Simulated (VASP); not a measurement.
A run of VASP 6.6.1 is set up as follows.

File INCAR:

```
SYSTEM = KCl
ALGO = Normal ; EDIFF = 1E-7
ENCUT = 520 ; GGA = PS
ISIF = 2 ; ISMEAR = 0
LASPH = .True. ; LCHARG = .False.
LREAL = .False. ; LWAVE = .False.
NBANDS = 24 ; NELM = 60
PREC = Accurate ; SIGMA = 0.05
```

The input KPOINTS:

```
k-points
0
Gamma
  6 6 6
  0 0 0
```

The input POSCAR:

```
KCl
1.0
    0.0000000000     -3.1207041401     -3.1207041401
   -3.1207041401      0.0000000000     -3.1207041401
    3.1207041401      3.1207041401     -6.2414082803
K Cl
2 2
Direct
    0.4492838711      0.5840407161      0.4934919065
    0.0897646902      0.9029430968     -0.0065080935
    0.7284663983      0.7571778672      0.7571778672
    0.2284663983      0.2571778672      0.2571778672
```

Potentials or basis: VASP PAW PBE potentials, release 64 (K_sv, Cl).

The run is started by

```bash
$ cat potpaw_PBE.64/K_sv/POTCAR potpaw_PBE.64/Cl/POTCAR > POTCAR
$ mpirun -np 1 vasp_std > vasp.out
```

**Question.** Predict the largest force.

**Answer.** 0.864 eV/Å.

**Question.** What does it give for the pressure?

**Answer.** 1.4 GPa.

**Question.** What does it give for the band gap on the k mesh?

**Answer.** 5.11 eV.

Stress tensor (GPa, compression positive):
```
 2.01  0.56 -0.18
 0.56  2.08  0.02
-0.18  0.02  0.02
```

Caveat: the cell differs from its parent crystal (atoms displaced along several vibrational modes); the PAW data sets were made with another functional, which shifts forces and pressure a little. A k mesh can miss the band edges.
